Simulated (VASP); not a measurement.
# ZnSe (F-43m) in VASP: a series of runs

The runs below take ZnSe through single point, with LDA.

All numbers are computed with VASP 6.6.1; they aren't measurements. Logs are shortened: lines on timing, memory, paths and dates and some standing lists are left out, and cuts for length are marked.

### 1 The cell of the first run

The structure is cubic, space group F-43m (No. 216). Conventional cell: a = 5.650 Å, b = 5.650 Å, c = 5.650 Å, α = 90.00°, β = 90.00°, γ = 90.00°. Zn (site symmetry -43m) has 4 Se at 2.45 Å within 3.2 Å. Within 3.2 Å of Se (site symmetry -43m) lie 4 Zn at 2.45 Å.

### 2 Single point, LDA

INCAR

```
SYSTEM = ZnSe
PREC = Accurate ; ENCUT = 500
EDIFF = 1E-6 ; ISMEAR = 0
SIGMA = 0.1 ; LREAL = .False.
LASPH = .True. ; NELM = 120
ALGO = Normal ; ISIF = 2
LWAVE = .False. ; LCHARG = .True.
GGA = CA ; LELF = .True.
LVHAR = .True. ; NBANDS = 16
GGA_COMPAT = .False.
```

KPOINTS

```
Automatic mesh
0
Gamma
  6 6 6
  0 0 0
```

POSCAR

```
ZnSe
1.0
    0.0000000000      2.8250000000      2.8250000000
    2.8250000000      0.0000000000      2.8250000000
    2.8250000000      2.8250000000      0.0000000000
Zn Se
1 1
Direct
    0.0000000000      0.0000000000      0.0000000000
    0.2500000000      0.2500000000      0.2500000000
```

Potentials or basis: VASP PAW LDA potentials, release 64 (Zn, Se).

Started as:

```console
cat potpaw_LDA.64/Zn/POTCAR potpaw_LDA.64/Se/POTCAR > POTCAR
mpirun -np 1 vasp_std > vasp.out
```

OUTCAR:

```text
SYSTEM = ZnSe
   PREC = Accurate
   ENCUT = 500
   EDIFF = 1E-6
   ISMEAR = 0
   LREAL = .False.
   LASPH = .True.
   NELM = 120
   ISIF = 2
   GGA = CA

 ion  position               nearest neighbor table
   1  0.000  0.000  0.000-   2 2.45   2 2.45   2 2.45   2 2.45
   2  0.250  0.250  0.250-   1 2.45   1 2.45   1 2.45   1 2.45

  LATTYP: Found a face centered cubic cell.
 ALAT       =     5.6500000000

  Lattice vectors:

 A1 = (   0.0000000000,   2.8250000000,   2.8250000000)
 A2 = (   2.8250000000,   0.0000000000,   2.8250000000)
 A3 = (   2.8250000000,   2.8250000000,   0.0000000000)

Analysis of symmetry for initial positions (statically):
=====================================================================
 Subroutine PRICEL returns:
 Original cell was already a primitive cell.

 Routine SETGRP: Setting up the symmetry group for a
 face centered cubic supercell.

 Subroutine GETGRP returns: Found 24 space group operations
 (whereof 24 operations were pure point group operations)
 out of a pool of 48 trial point group operations.

The static configuration has the point symmetry T_d .

Analysis of symmetry for dynamics (positions and initial velocities):
=====================================================================
 Subroutine PRICEL returns:
 Original cell was already a primitive cell.

 Routine SETGRP: Setting up the symmetry group for a
 face centered cubic supercell.

 Subroutine GETGRP returns: Found 24 space group operations
 (whereof 24 operations were pure point group operations)
 out of a pool of 48 trial point group operations.

The dynamic configuration has the point symmetry T_d .

 Subroutine INISYM returns: Found 24 space group operations
 (whereof 24 operations are pure point group operations),
 and found     1 'primitive' translations

----------------------------------------------------------------------------------------

                                     Primitive cell

  volume of cell :      45.0905

  direct lattice vectors                    reciprocal lattice vectors
     0.000000000  2.825000000  2.825000000    -0.176991150  0.176991150  0.176991150
     2.825000000  0.000000000  2.825000000     0.176991150 -0.176991150  0.176991150
     2.825000000  2.825000000  0.000000000     0.176991150  0.176991150 -0.176991150

  length of vectors
     3.995153314  3.995153314  3.995153314     0.306557665  0.306557665  0.306557665

  position of ions in fractional coordinates (direct lattice)
     0.000000000  0.000000000  0.000000000
     0.250000000  0.250000000  0.250000000

  ion indices of the primitive-cell ions
   primitive index   ion index
                 1           1
                 2           2

----------------------------------------------------------------------------------------

 KPOINTS: Automatic mesh

Automatic generation of k-mesh.
 Grid dimensions read from file:
 generate k-points for:    6    6    6

 Generating k-lattice:

  Cartesian coordinates                     Fractional coordinates (reciprocal lattice)
    -0.029498525  0.029498525  0.029498525     0.166666667  0.000000000  0.000000000
     0.029498525 -0.029498525  0.029498525     0.000000000  0.166666667  0.000000000
     0.029498525  0.029498525 -0.029498525     0.000000000  0.000000000  0.166666667

  Length of vectors
     0.051092944  0.051092944  0.051092944

  Shift w.r.t. Gamma in fractional coordinates (k-lattice)
     0.000000000  0.000000000  0.000000000

 Subroutine IBZKPT returns following result:
 ===========================================

 Found     16 irreducible k-points:

 Following reciprocal coordinates:
            Coordinates               Weight
  0.000000  0.000000  0.000000      1.000000
  0.166667  0.000000  0.000000      8.000000
  0.333333  0.000000  0.000000      8.000000
  0.500000  0.000000  0.000000      4.000000
  0.166667  0.166667  0.000000      6.000000
  0.333333  0.166667  0.000000     24.000000
[... 8 lines left out ...]
 -0.333333  0.333333  0.166667     24.000000
 -0.333333  0.500000  0.166667     12.000000
   k-points           NKPTS =     16   k-points in BZ     NKDIM =     16   number of bands    NBANDS=     16
   number of dos      NEDOS =    301   number of ions     NIONS =      2
   total plane-waves  NPLWV =  27000
   dimension x,y,z NGX =    30 NGY =   30 NGZ =   30
   dimension x,y,z NGXF=    60 NGYF=   60 NGZF=   60
   ions per type =               1   1
   NGX,Y,Z   is equivalent  to a cutoff of  12.48, 12.48, 12.48 a.u.
   NGXF,Y,Z  is equivalent  to a cutoff of  24.97, 24.97, 24.97 a.u.
 SYSTEM =  ZnSe
   PREC   = accura    normal or accurate (medium, high low for compatibility)
   ISTART =      0    job   : 0-new  1-cont  2-samecut
   ICHARG =      2    charge: 1-file 2-atom 10-const
   ISPIN  =      1    spin polarized calculation?
   LNONCOLLINEAR =      F non collinear calculations
   LSORBIT =      F    spin-orbit coupling
   LASPH  =      T    aspherical Exc in radial PAW
   ENCUT  =  500.0 eV  36.75 Ry    6.06 a.u.   7.28  7.28  7.28*2*pi/ulx,y,z
   NELM   =    120;   NELMIN=  2; NELMDL= -5     # of ELM steps
   EDIFF  = 0.1E-05   stopping-criterion for ELM
   LREAL  =      F    real-space projection
[... 7 lines left out ...]
   TEBEG  =    0.0;   TEEND  =   0.0 temperature during run
   PSTRESS=    0.0 pullay stress
   NELECT =      18.0000    total number of electrons
   NUPDOWN=      -1.0000    fix difference up-down
   EMIN   =  10.00;   EMAX   =-10.00  energy-range for DOS
   EFERMI =   0.00;   METHOD = LEGACY
   ISMEAR =     0;   SIGMA  =   0.10  broadening in eV -4-tet -1-fermi 0-gaus
   EFERMI_NEDOS =   21; number of points for ismear=-14 and -15
   IALGO  =     38    algorithm
   IMIX   =      4    mixing-type and parameters
     AMIX     =   0.40;   BMIX     =  1.00
     AMIX_MAG =   1.60;   BMIX_MAG =  1.00
  volume/ion in A,a.u.               =      22.55       152.14
  Fermi-wavevector in a.u.,A,eV,Ry     =   1.205417  2.277907 19.769666  1.453029
  Thomas-Fermi vector in A             =   2.341114
   LORBIT       =      0    0 simple, 1 ext, 2 COOP (PROOUT), +10 PAW based schemes
   GGA     = CA    functional components
   LHFCALC =     F    Hartree Fock is set to
   AEXX    =    0.0000 exact exchange contribution
   IVDW    =     0    specifies the selected vdW correction
   LEPSILON=     F    determine dielectric tensor
   LRPA    =     F    only Hartree local field effects (RPA)
 non-spin polarized calculation
 Gauss-broadening in eV      SIGMA  =   0.10
  energy-cutoff  :      500.00
  volume of cell :       45.09
 maximum number of plane-waves:      1167
 NGX is ok and might be reduce to    30
   NGX = 15   NGY = 15   NGZ = 15

 number of electron      18.0000005 magnetization

 Free energy of the ion-electron system (eV)
  ---------------------------------------------------
  ext. energy  EPLUGINS =         0.00000000
  ---------------------------------------------------
  free energy    TOTEN  =        -7.35168794 eV

  energy without entropy =       -7.35168794  energy(sigma->0) =       -7.35168794

 E-fermi :   2.0153     XC(G=0):  -9.7394

 val. band max:        1.5937673101   @ k =   0.0000   0.0000   0.0000
 cond. band min:       2.6977566668   @ k =   0.0000   0.0000   0.0000
 fundamental gap:      1.1039893567
 Fermi energy:         2.0152774765

 k-point     1 :       0.0000    0.0000    0.0000
  band No.  band energies     occupation
      1     -11.7557      2.00000
      2      -5.1211      2.00000
      3      -5.1211      2.00000
      4      -5.1211      2.00000
      5      -4.7540      2.00000
      6      -4.7540      2.00000
[... 8 lines left out ...]
     15      13.0865      0.00000
     16      13.0865      0.00000

 k-point     2 :       0.1667    0.0000    0.0000
  band No.  band energies     occupation
      1     -11.5769      2.00000
      2      -5.1052      2.00000
      3      -5.0945      2.00000
      4      -5.0945      2.00000
      5      -4.7559      2.00000
      6      -4.7559      2.00000
[... 8 lines left out ...]
     15      12.0104      0.00000
     16      12.3860      0.00000

 k-point     3 :       0.3333    0.0000    0.0000
  band No.  band energies     occupation
      1     -11.1749      2.00000
      2      -5.0499      2.00000
      3      -5.0499      2.00000
      4      -4.9497      2.00000
      5      -4.7476      2.00000
      6      -4.7476      2.00000
[... 8 lines left out ...]
     15      12.5998      0.00000
     16      12.5998      0.00000

 k-point     4 :       0.5000    0.0000    0.0000
  band No.  band energies     occupation
      1     -10.9448      2.00000
      2      -5.0340      2.00000
      3      -5.0340      2.00000
      4      -4.7355      2.00000
      5      -4.7355      2.00000
      6      -4.5905      2.00000
[... 8 lines left out ...]
     15      14.6786      0.00000
     16      14.6786      0.00000

 k-point     5 :       0.1667    0.1667    0.0000
  band No.  band energies     occupation
      1     -11.5171      2.00000
      2      -5.1332      2.00000
      3      -5.0688      2.00000
      4      -5.0688      2.00000
      5      -4.7728      2.00000
      6      -4.7418      2.00000
[... 8 lines left out ...]
     15      13.4247      0.00000
     16      13.4815      0.00000

 k-point     6 :       0.3333    0.1667    0.0000
  band No.  band energies     occupation
      1     -11.1857      2.00000
      2      -5.0870      2.00000
      3      -5.0159      2.00000
      4      -4.9942      2.00000
      5      -4.7657      2.00000
      6      -4.7315      2.00000
[... 8 lines left out ...]
     15      13.7942      0.00000
     16      13.9955      0.00000
[... 115 lines left out ...]
 k-point    13 :       0.5000    0.5000    0.0000
  band No.  band energies     occupation
      1     -10.6696      2.00000
      2      -5.0898      2.00000
      3      -4.8684      2.00000
      4      -4.8684      2.00000
      5      -4.7052      2.00000
      6      -4.5694      2.00000
[... 8 lines left out ...]
     15      15.6110      0.00000
     16      16.0154      0.00000

 k-point    14 :       0.5000    0.3333    0.1667
  band No.  band energies     occupation
      1     -10.8957      2.00000
      2      -5.0283      2.00000
      3      -4.9839      2.00000
      4      -4.8823      2.00000
      5      -4.7378      2.00000
      6      -4.6839      2.00000
[... 8 lines left out ...]
     15      14.3848      0.00000
     16      15.8794      0.00000

 k-point    15 :      -0.3333    0.3333    0.1667
  band No.  band energies     occupation
      1     -10.7385      2.00000
      2      -5.0093      2.00000
      3      -4.9545      2.00000
      4      -4.7909      2.00000
      5      -4.7598      2.00000
      6      -4.5013      2.00000
[... 8 lines left out ...]
     15      14.5557      0.00000
     16      15.6215      0.00000

 k-point    16 :      -0.3333    0.5000    0.1667
  band No.  band energies     occupation
      1     -10.6658      2.00000
      2      -5.0243      2.00000
      3      -4.9069      2.00000
      4      -4.8333      2.00000
      5      -4.7395      2.00000
      6      -4.4735      2.00000
[... 8 lines left out ...]
     15      15.3611      0.00000
     16      15.6693      0.00000

------------------------ aborting loop because EDIFF is reached ----------------------------------------

  FORCE on cell =-STRESS in cart. coord.  units (eV):
  Direction    XX          YY          ZZ          XY          YZ          ZX
  --------------------------------------------------------------------------------------
  -------------------------------------------------------------------------------------
  Total       -0.7116923     -0.7116923     -0.7116923      0.0000000      0.0000000      0.0000000
  in kB      -25.2881743    -25.2881743    -25.2881743      0.0000000      0.0000000      0.0000000
  external PRESSURE =     -25.2881743 kB  Pullay stress =       0.0000000 kB

 VOLUME and BASIS-vectors are now :
 -----------------------------------------------------------------------------
  energy-cutoff  :      500.00
  volume of cell :       45.09
      direct lattice vectors                 reciprocal lattice vectors
     0.000000000  2.825000000  2.825000000    -0.176991150  0.176991150  0.176991150
     2.825000000  0.000000000  2.825000000     0.176991150 -0.176991150  0.176991150
     2.825000000  2.825000000  0.000000000     0.176991150  0.176991150 -0.176991150

 POSITION                                       TOTAL-FORCE (eV/Angst)
 -----------------------------------------------------------------------------------
      0.00000      0.00000      0.00000         0.000000      0.000000      0.000000
      1.41250      1.41250      1.41250        -0.000000     -0.000000     -0.000000
 -----------------------------------------------------------------------------------
    total drift:                               -0.000000     -0.000000     -0.000001

  FREE ENERGIE OF THE ION-ELECTRON SYSTEM (eV)
  ---------------------------------------------------
  free  energy   TOTEN  =        -7.3516879430 eV

  energy  without entropy=       -7.3516879429  energy(sigma->0) =       -7.35168794
```

Run time: 24 s. Hardware: 1 thread of Intel Xeon 8259CL, shared host; peak memory 0.15 GiB.

Results:

- Free energy: -7.3517 eV
- Pressure: -2.5 GPa
- Band gap on the k mesh: 1.10 eV

### 3 Single point, LDA

This run uses another cell than the first one, of 21.57 Å³/atom.

INCAR

```
SYSTEM = ZnSe
  ALGO = Normal
  EDIFF = 1E-6
  ENCUT = 500
  GGA = CA
  GGA_COMPAT = .FALSE.
  ISIF = 2
  ISMEAR = 0
  LASPH = .TRUE.
  LCHARG = .TRUE.
  LELF = .TRUE.
  LREAL = .FALSE.
  LVHAR = .TRUE.
  LWAVE = .FALSE.
  NBANDS = 16
  NELM = 120
  PREC = Accurate
  SIGMA = 0.02
```

KPOINTS

```
k-points
0
G
  8 8 8
  0 0 0
```

POSCAR

```
ZnSe
1.0
    0.0000000000      2.7836602982      2.7836602982
    2.7836602982      0.0000000000      2.7836602982
    2.7836602982      2.7836602982      0.0000000000
Zn Se
1 1
Direct
    0.0000000000      0.0000000000      0.0000000000
    0.2500000000      0.2500000000      0.2500000000
```

Potentials or basis: VASP PAW LDA potentials, release 64 (Zn, Se).

Started as:

```console
cat potpaw_LDA.64/Zn/POTCAR potpaw_LDA.64/Se/POTCAR > POTCAR
mpirun -np 1 vasp_std > vasp.out
```

Wall time 27 s (1 thread of Intel Xeon 8259CL, shared host); peak memory 0.15 GiB.

It converged, with:

```yaml
Free_energy: -7.3717 eV
Pressure: 0.4 GPa
Band_gap_on_the_k_mesh: 1.29 eV
```

Levels at points of the mesh, in eV from the valence-band top:
| k point | band 7 | band 8 | band 9 | band 10 | band 11 | band 12 |
| --- | --- | --- | --- | --- | --- | --- |
| (0.00, 0.00, 0.00) | 0.00 | 0.00 | 0.00 | 1.29 | 5.68 | 5.68 |
| (0.50, 0.00, 0.00) | -5.64 | -0.96 | -0.96 | 2.47 | 6.27 | 6.27 |
| (0.50, 0.50, 0.00) | -5.07 | -2.40 | -2.40 | 2.69 | 3.31 | 10.93 |
